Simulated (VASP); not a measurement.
**LiGeN: single point with PBE**

LiGeN:

```xyz
6
Lattice="1.5124 -4.8855 0.0000 1.5124 4.8855 0.0000 0.0000 0.0000 4.7892" Properties=species:S:1:pos:R:3 pbc="T T T"
Li    1.5124   -2.5912    1.1973
Li    1.5124    2.5912    3.5919
Ge    1.5124    0.0000    0.0000
Ge    1.5124    0.0000    2.3946
N     1.5124    3.6843    1.1973
N     1.5124   -3.6843    3.5919
```

The cell was generated, and may not be a known phase.

```yaml
Program: VASP 6.6.1
Task: single point
Functional: PBE
Potentials_or_basis: VASP PAW PBE potentials, release 64 (Li_sv, Ge_d, N)
Cutoff: 520 eV
k_mesh: 6 × 6 × 4
Occupations: gaussian, width 0.1 eV
Spin: no spin polarisation
```

* Largest force: 0.023 eV/Å
* Band gap on the k mesh: zero (bands 22 and 23 overlap by 0.84 eV)

Forces on the atoms (eV/Å):
```
Li   0.000 -0.009  0.000
Li   0.000  0.009  0.000
Ge   0.000  0.000  0.000
Ge   0.000  0.000  0.000
N    0.000 -0.023  0.000
N    0.000  0.023  0.000
```

Levels at points of the mesh, in eV from the Fermi level:
| k point | band 18 | band 19 | band 20 | band 21 | band 22 | band 23 | band 24 | band 25 | band 26 | band 27 |
| --- | --- | --- | --- | --- | --- | --- | --- | --- | --- | --- |
| (0.00, 0.00, 0.00) | -3.23 | -2.29 | -2.15 | -1.83 | -1.30 | 1.35 | 2.80 | 4.53 | 5.57 | 6.11 |
| (0.50, 0.00, 0.00) | -4.40 | -3.26 | -2.61 | -2.41 | -1.93 | -0.63 | 2.15 | 2.69 | 3.91 | 5.45 |
| (0.50, 0.50, 0.00) | -4.31 | -2.49 | -1.10 | -0.88 | -0.36 | 1.87 | 2.32 | 4.94 | 5.25 | 6.47 |
| (0.00, 0.00, 0.50) | -3.77 | -1.75 | -1.75 | 0.03 | 0.03 | 0.83 | 0.83 | 5.52 | 5.52 | 5.82 |
| (0.50, 0.00, 0.50) | -4.84 | -3.16 | -3.16 | -1.77 | -1.77 | 3.27 | 3.27 | 4.20 | 4.20 | 5.07 |
| (0.50, 0.50, 0.50) | -2.75 | -1.80 | -1.80 | -0.52 | -0.52 | 1.03 | 1.03 | 5.88 | 5.88 | 6.62 |

It took 72 s on 1 thread of Intel(R) Xeon(R) 6975P-C (Granite Rapids), with other jobs on the host, peak memory 0.26 GiB.

Caveat: the k points lie up to 0.36 Å⁻¹ apart, too coarse for converged energies and pressures of a metal.
